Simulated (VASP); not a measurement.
## Sb: single point with PBE

Sb:

```
Sb
1.0
    -1.44522    1.51963    2.48000
     1.51963   -1.44522    2.48000
     1.49038    1.49038   -2.43485
Sb
1
Cartesian
  0.0000 0.0000 0.0000
```

This cell differs from its parent crystal: equal xy, yz and zx shear strains of +3 %.

```yaml
Program: VASP 6.6.1
Task: single point
Functional: PBE
Potentials_or_basis: VASP PAW PBE potentials, release 64 (Sb)
Cutoff: 520 eV
k_mesh: 19 × 19 × 19
Occupations: fermi-dirac, width 0.05 eV
Spin: no spin polarisation
```

```json
{"Pressure": "19.4 GPa", "Band gap on the k mesh": "zero (an odd number of electrons rules out a gap without spin polarisation)"}
```

Stress tensor (GPa, compression positive):
```
19.91  1.14  0.18
 1.14 19.91  0.18
 0.18  0.18 18.44
```

Levels at points of the mesh, in eV from the Fermi level:
| k point | band 1 | band 2 | band 3 | band 4 | band 5 | band 6 | band 7 |
| --- | --- | --- | --- | --- | --- | --- | --- |
| (0.00, 0.00, 0.00) | -14.53 | 6.26 | 6.65 | 7.08 | 9.92 | 10.53 | 11.12 |

It took 95 s on 1 thread of Intel(R) Xeon(R) 6975P-C (Granite Rapids) (shared host), peak memory 0.41 GiB.

Caveat: the cell differs from its parent crystal (equal xy, yz and zx shear strains of +3 %); the cell stands under pressure; spin-orbit coupling is left out, which moves the levels of the heavy elements.
